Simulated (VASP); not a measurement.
A run of VASP 6.6.1:

File INCAR:

```
PREC = Accurate
ENCUT = 520
EDIFF = 1E-6
ISMEAR = 0
SIGMA = 0.1
LREAL = False
LASPH = True
NELM = 100
ALGO = Normal
ISIF = 2
LWAVE = False
LCHARG = True
GGA = PS
LELF = True
LVHAR = True
NBANDS = 16
```

Contents of KPOINTS:

```
regular mesh
0
Gamma
  12 12 12
```

The input POSCAR:

```
GaAs
1.0
    0.0000000000      2.9125779763      2.9125779763
    2.9125779763      0.0000000000      2.9125779763
    2.9125779763      2.9125779763      0.0000000000
Ga As
1 1
Direct
    0.0000000000      0.0000000000      0.0000000000
    0.7500000000      0.7500000000      0.7500000000
```

Potentials or basis: VASP PAW PBE potentials, release 64 (Ga_d, As).

Command:

```bash
$ cat potpaw_PBE.64/Ga_d/POTCAR potpaw_PBE.64/As/POTCAR > POTCAR
$ mpirun -np 1 vasp_std > vasp.out
```

Hardware: 1 thread of Intel(R) Xeon(R) Platinum 8259CL CPU @ 2.50GHz (Skylake/Cascade Lake), on a shared host.

Problem. Estimate the wall time of this run.

Solution. Wall time 50 s on 1 thread of Intel(R) Xeon(R) Platinum 8259CL CPU @ 2.50GHz (Skylake/Cascade Lake), on a shared host, peak memory 0.21 GiB. Counts: scf iterations 12, k points 72.
